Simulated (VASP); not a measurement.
# Br (Pm-3m) in VASP: notebook

The runs below take Br through single point, with LDA.

Program: VASP 6.6.1. These are calculated values, not measurements. Logs are shortened: lines on timing, memory, paths and dates and some standing lists are left out, and cuts for length are marked.

## 1. The cell of the first run

The structure is cubic, space group Pm-3m (No. 221). The conventional cell has a = 4.567 Å, b = 4.567 Å, c = 4.567 Å, α = 90.00°, β = 90.00°, γ = 90.00°. Br (site symmetry 4/mmm) has 8 Br at 3.23 Å within 4.2 Å.

## 2. Single point, LDA

INCAR

```
SYSTEM = Br
ALGO     = Normal         ! electronic algorithm
EDIFF    = 1E-6           ! SCF threshold, eV
ENCUT    = 500            ! plane-wave cutoff, eV
GGA_COMPAT= .FALSE.      
ISIF     = 2              ! what is computed and relaxed
ISMEAR   = -1             ! smearing method
LASPH    = .TRUE.         ! aspherical terms in the spheres
LCHARG   = .FALSE.        ! write CHGCAR
LREAL    = .FALSE.        ! projectors in reciprocal space
LWAVE    = .FALSE.        ! write WAVECAR
NBANDS   = 18             ! bands
NELM     = 120            ! most SCF steps
PREC     = Accurate       ! precision mode
SIGMA    = 0.15           ! smearing width, eV
```

KPOINTS

```
k-points
0
G
  6 6 6
  0 0 0
```

POSCAR

```
Br
1.0
    4.5667824259      0.0000000000      0.0000000000
    0.0000000000      4.5667824259      0.0000000000
    0.0000000000      0.0000000000      4.5667824259
Br
3
Direct
    0.5000000000      0.0000000000      0.0000000000
    0.0000000000      0.5000000000      0.0000000000
    0.0000000000      0.0000000000      0.5000000000
```

Potentials or basis: VASP PAW LDA potentials, release 64 (Br).

Command:

```console
$ cat potpaw_LDA.64/Br/POTCAR > POTCAR
$ mpirun -np 1 vasp_std > vasp.out
```

OUTCAR:

```text
SYSTEM = Br
   EDIFF = 1E-6
   ENCUT = 500
   ISIF = 2
   ISMEAR = -1
   LASPH = .TRUE.
   LREAL = .FALSE.
   NELM = 120
   PREC = Accurate

 ion  position               nearest neighbor table
   1  0.500  0.000  0.000-
   2  0.000  0.500  0.000-
   3  0.000  0.000  0.500-

  LATTYP: Found a simple cubic cell.
 ALAT       =     4.5667824259

  Lattice vectors:

 A1 = (   4.5667824259,   0.0000000000,   0.0000000000)
 A2 = (   0.0000000000,   4.5667824259,   0.0000000000)
 A3 = (   0.0000000000,   0.0000000000,   4.5667824259)

Analysis of symmetry for initial positions (statically):
=====================================================================
 Subroutine PRICEL returns:
 Original cell was already a primitive cell.

 Routine SETGRP: Setting up the symmetry group for a
 simple cubic supercell.

 Subroutine GETGRP returns: Found 48 space group operations
 (whereof 48 operations were pure point group operations)
 out of a pool of 48 trial point group operations.

The static configuration has the point symmetry O_h .

Analysis of symmetry for dynamics (positions and initial velocities):
=====================================================================
 Subroutine PRICEL returns:
 Original cell was already a primitive cell.

 Routine SETGRP: Setting up the symmetry group for a
 simple cubic supercell.

 Subroutine GETGRP returns: Found 48 space group operations
 (whereof 48 operations were pure point group operations)
 out of a pool of 48 trial point group operations.

The dynamic configuration has the point symmetry O_h .

 Subroutine INISYM returns: Found 48 space group operations
 (whereof 48 operations are pure point group operations),
 and found     1 'primitive' translations

----------------------------------------------------------------------------------------

                                     Primitive cell

  volume of cell :      95.2425

  direct lattice vectors                    reciprocal lattice vectors
     4.566782426  0.000000000  0.000000000     0.218972552  0.000000000  0.000000000
     0.000000000  4.566782426  0.000000000     0.000000000  0.218972552  0.000000000
     0.000000000  0.000000000  4.566782426     0.000000000  0.000000000  0.218972552

  length of vectors
     4.566782426  4.566782426  4.566782426     0.218972552  0.218972552  0.218972552

[... 74 lines left out ...]
   LASPH  =      T    aspherical Exc in radial PAW
   ENCUT  =  500.0 eV  36.75 Ry    6.06 a.u.   8.33  8.33  8.33*2*pi/ulx,y,z
   NELM   =    120;   NELMIN=  2; NELMDL= -5     # of ELM steps
   EDIFF  = 0.1E-05   stopping-criterion for ELM
   LREAL  =      F    real-space projection
   EDIFFG = 0.1E-04   stopping-criterion for IOM
   NSW    =      0    number of steps for IOM
   IBRION =     -1    ionic relax: 0-MD 1-quasi-New 2-CG
   NFREE  =      0    steps in history (QN), initial steepest desc. (CG)
   ISIF   =      2    stress and relaxation
   ISYM   =      2    0-nonsym 1-usesym 2-fastsym
   POTIM  = 0.5000    time-step for ionic-motion
   TEBEG  =    0.0;   TEEND  =   0.0 temperature during run
   PSTRESS=    0.0 pullay stress
   NELECT =      21.0000    total number of electrons
   NUPDOWN=      -1.0000    fix difference up-down
   EMIN   =  10.00;   EMAX   =-10.00  energy-range for DOS
   EFERMI =   0.00;   METHOD = LEGACY
   ISMEAR =    -1;   SIGMA  =   0.15  broadening in eV -4-tet -1-fermi 0-gaus
   EFERMI_NEDOS =   21; number of points for ismear=-14 and -15
   IALGO  =     38    algorithm
   IMIX   =      4    mixing-type and parameters
     AMIX     =   0.40;   BMIX     =  1.00
     AMIX_MAG =   1.60;   BMIX_MAG =  1.00
  volume/ion in A,a.u.               =      31.75       214.24
  Fermi-wavevector in a.u.,A,eV,Ry     =   0.989018  1.868973 13.308633  0.978157
  Thomas-Fermi vector in A             =   2.120587
   LORBIT       =      0    0 simple, 1 ext, 2 COOP (PROOUT), +10 PAW based schemes
   GGA     = CA    functional components
   LHFCALC =     F    Hartree Fock is set to
   AEXX    =    0.0000 exact exchange contribution
   IVDW    =     0    specifies the selected vdW correction
   LEPSILON=     F    determine dielectric tensor
   LRPA    =     F    only Hartree local field effects (RPA)
 non-spin polarized calculation
  energy-cutoff  :      500.00
  volume of cell :       95.24
 maximum number of plane-waves:      2469
 NGX is ok and might be reduce to    36
   NGX = 17   NGY = 17   NGZ = 17

 number of electron      21.0000001 magnetization

 Free energy of the ion-electron system (eV)
  ---------------------------------------------------
  ext. energy  EPLUGINS =         0.00000000
  ---------------------------------------------------
  free energy    TOTEN  =        -4.87606814 eV

  energy without entropy =       -4.50053735  energy(sigma->0) =       -4.68830275

 E-fermi :   0.3186     XC(G=0):  -8.6320

 val. band max:        0.3169693080   @ k =   0.3333   0.0000   0.0000
 cond. band min:       0.3198578695   @ k =   0.1667   0.1667   0.0000
 fundamental gap:      0.0028885614
 Fermi energy:         0.3185982463

 k-point     1 :       0.0000    0.0000    0.0000
  band No.  band energies     occupation
      1     -14.9721      2.00000
      2     -13.1311      2.00000
      3     -13.1311      2.00000
      4      -3.4669      2.00000
      5      -3.4669      2.00000
      6      -3.4669      2.00000
[... 397 lines left out ...]
      5      -3.3967      2.00000
      6      -3.3967      2.00000
[... 10 lines left out ...]
     17      12.5303      0.00000
     18      12.5303      0.00000

------------------------ aborting loop because EDIFF is reached ----------------------------------------

  FORCE on cell =-STRESS in cart. coord.  units (eV):
  Direction    XX          YY          ZZ          XY          YZ          ZX
  --------------------------------------------------------------------------------------
  -------------------------------------------------------------------------------------
  Total       -1.9521178     -1.9521178     -1.9521178     -0.0000000      0.0000000     -0.0000000
  in kB      -32.8386758    -32.8386758    -32.8386758     -0.0000000      0.0000000     -0.0000000
  external PRESSURE =     -32.8386758 kB  Pullay stress =       0.0000000 kB

 VOLUME and BASIS-vectors are now :
 -----------------------------------------------------------------------------
  energy-cutoff  :      500.00
  volume of cell :       95.24
      direct lattice vectors                 reciprocal lattice vectors
     4.566782426  0.000000000  0.000000000     0.218972552  0.000000000  0.000000000
     0.000000000  4.566782426  0.000000000     0.000000000  0.218972552  0.000000000
     0.000000000  0.000000000  4.566782426     0.000000000  0.000000000  0.218972552

 POSITION                                       TOTAL-FORCE (eV/Angst)
 -----------------------------------------------------------------------------------
      2.28339      0.00000      0.00000         0.000000      0.000000      0.000000
      0.00000      2.28339      0.00000         0.000000      0.000000      0.000000
      0.00000      0.00000      2.28339         0.000000      0.000000      0.000000
 -----------------------------------------------------------------------------------
    total drift:                                0.000000      0.000000     -0.000000

  FREE ENERGIE OF THE ION-ELECTRON SYSTEM (eV)
  ---------------------------------------------------
  free  energy   TOTEN  =        -4.8760681431 eV

  energy  without entropy=       -4.5005373509  energy(sigma->0) =       -4.68830275
```

OSZICAR:

```text
N       E                     dE             d eps       ncg     rms          rms(c)
DAV:   1     0.125037230672E+03    0.12504E+03   -0.83372E+03   720   0.923E+02
DAV:   2     0.417759369794E+01   -0.12086E+03   -0.11751E+03   946   0.172E+02
DAV:   3    -0.480792121080E+01   -0.89855E+01   -0.88871E+01   808   0.534E+01
DAV:   4    -0.490241686040E+01   -0.94496E-01   -0.94453E-01  1030   0.644E+00
DAV:   5    -0.490316132512E+01   -0.74446E-03   -0.74443E-03   906   0.553E-01    0.666E+00
DAV:   6    -0.487949628105E+01    0.23665E-01   -0.32950E-02   956   0.768E-01    0.404E+00
DAV:   7    -0.487694868636E+01    0.25476E-02   -0.26389E-02   882   0.745E-01    0.379E-01
DAV:   8    -0.487607217233E+01    0.87651E-03   -0.28845E-03   854   0.254E-01    0.380E-02
DAV:   9    -0.487606805760E+01    0.41147E-05   -0.10923E-04   948   0.532E-02    0.509E-03
DAV:  10    -0.487606814309E+01   -0.85484E-07   -0.83916E-07   774   0.563E-03
   1 F= -.48760681E+01 E0= -.46883027E+01  d E =-.375531E+00
```

Wall time 28 s (1 thread of Intel Xeon 8259CL, shared host); peak memory 0.17 GiB.

What came out:

* Free energy: -4.8761 eV
* Pressure: -3.3 GPa
* Band gap on the k mesh: zero (an odd number of electrons rules out a gap without spin polarisation)

Caveat: the cell stands under tension; an odd number of electrons without spin polarisation forces a metal; a magnetic or distorted state may lie lower.

(Continued in part 2 of 2.)

The gap in the log of VASP goes by the Fermi energy; the results here count the filled bands.